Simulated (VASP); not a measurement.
Wanted: the native input for a VASP 6.6.1 run.

* Task: single point
* Functional: r2SCAN
* Potentials or basis: VASP PAW PBE potentials, release 64 (Ni_sv_GW, O)
* Cutoff: 660 eV
* k mesh: 12 × 12 × 6
* Occupations: gaussian, width 0.02 eV
* Spin: no spin polarisation
* Dipole correction: no
* Further INCAR settings: ALGO = Normal; EDIFF = 1e-06; NBANDS = 22

NiO2:

```
Ni O
1.0
     2.77078    0.00000    0.00000
    -1.38539    2.39957    0.00000
     0.00000    0.00000    4.34764
Ni O
1 2
Direct
  0.00000 0.00000 0.50000
  0.66667 0.33333 0.71590
  0.33333 0.66667 0.28410
```

These files were run (other wordings do the same):

POSCAR

```
NiO2
1.0
    2.7707847390      0.0000000000      0.0000000000
   -1.3853923695      2.3995699724      0.0000000000
    0.0000000000      0.0000000000      4.3476359295
Ni O
1 2
Direct
    0.0000000000      0.0000000000      0.5000000000
    0.6666666667      0.3333333333      0.7159019045
    0.3333333333      0.6666666667      0.2840980955
```

INCAR.step1

```
SYSTEM = NiO2
PREC = Accurate ; ENCUT = 660
ISMEAR = 0 ; SIGMA = 0.02
LREAL = .FALSE. ; LASPH = .TRUE.
NELM = 120 ; NBANDS = 22
GGA = PE ; ALGO = Normal
EDIFF = 1E-5 ; LWAVE = .TRUE.
LCHARG = .FALSE. ; GGA_COMPAT = .FALSE.
```

INCAR.step2

```
SYSTEM = NiO2
PREC = Accurate ; ENCUT = 660
EDIFF = 1E-6 ; ISMEAR = 0
SIGMA = 0.02 ; LREAL = .FALSE.
LASPH = .TRUE. ; NELM = 120
ALGO = Normal ; ISIF = 2
LWAVE = .FALSE. ; LCHARG = .TRUE.
METAGGA = R2SCAN ; LMIXTAU = .TRUE.
LELF = .TRUE. ; LVHAR = .TRUE.
NBANDS = 22 ; ISTART = 1
GGA_COMPAT = .FALSE.
```

KPOINTS

```
Automatic mesh
0
G
  12 12 6
  0 0 0
```

Potentials or basis: VASP PAW PBE potentials, release 64 (Ni_sv_GW, O).

Launch:

```bash
$ cat potpaw_PBE.64/Ni_sv_GW/POTCAR potpaw_PBE.64/O/POTCAR > POTCAR
$ cp INCAR.step1 INCAR
$ mpirun -np 1 vasp_std > vasp.out
$ cp INCAR.step2 INCAR
$ mpirun -np 1 vasp_std > vasp.out
```

It gave:

The pressure is 1.7 GPa. The largest force is 0.064 eV/Å and the band gap on the k mesh is 1.33 eV (least direct gap 1.52 eV).

Caveat: the PAW data sets were made with another functional, which shifts forces and pressure a little.

Run time: 120 s on 1 thread of Intel(R) Xeon(R) 6975P-C (Granite Rapids), on a shared host, peak memory 0.25 GiB.
